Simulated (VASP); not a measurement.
Wanted: the native input for a VASP 6.6.1 run.

* Task: single point
* Functional: LDA
* Potentials or basis: VASP PAW LDA potentials, release 64 (Hf_pv, Ta_pv)
* Cutoff: 520 eV
* k mesh: 7 × 7 × 5
* Occupations: gaussian, width 0.05 eV
* Spin: no spin polarisation
* Dipole correction: no
* Further INCAR settings: ALGO = Normal; EDIFF = 1e-06; NBANDS = 18

The structure of HfTa lies in POSCAR:

```
HfTa
1.0
    1.6753839655     -2.3472493730      0.0000000000
    1.6753839655      2.3472493730      0.0000000000
    0.0000000000      0.0000000000      4.7417939232
Hf Ta
1 1
Direct
    0.0000000000      0.0000000000      0.0000000000
    0.5000000000      0.5000000000      0.5000000000
```

These files were run (other wordings do the same):

INCAR

```
ALGO = Normal
EDIFF = 1E-6
ENCUT = 520
ISIF = 2
ISMEAR = 0
LASPH = T
LCHARG = F
LREAL = F
LWAVE = F
NBANDS = 18
NELM = 100
PREC = Accurate
SIGMA = 0.05
```

KPOINTS

```
k-points
0
Gamma
  7 7 5
```

Potentials or basis: VASP PAW LDA potentials, release 64 (Hf_pv, Ta_pv).

Run with:

```console
$ cat potpaw_LDA.64/Hf_pv/POTCAR potpaw_LDA.64/Ta_pv/POTCAR > POTCAR
$ mpirun -np 1 vasp_std > vasp.out
```

It gave:

The pressure is -0.1 GPa.

Run time: 13 s on 1 thread of Intel(R) Xeon(R) Platinum 8488C (Sapphire Rapids), with other jobs on the host, peak memory 0.16 GiB.
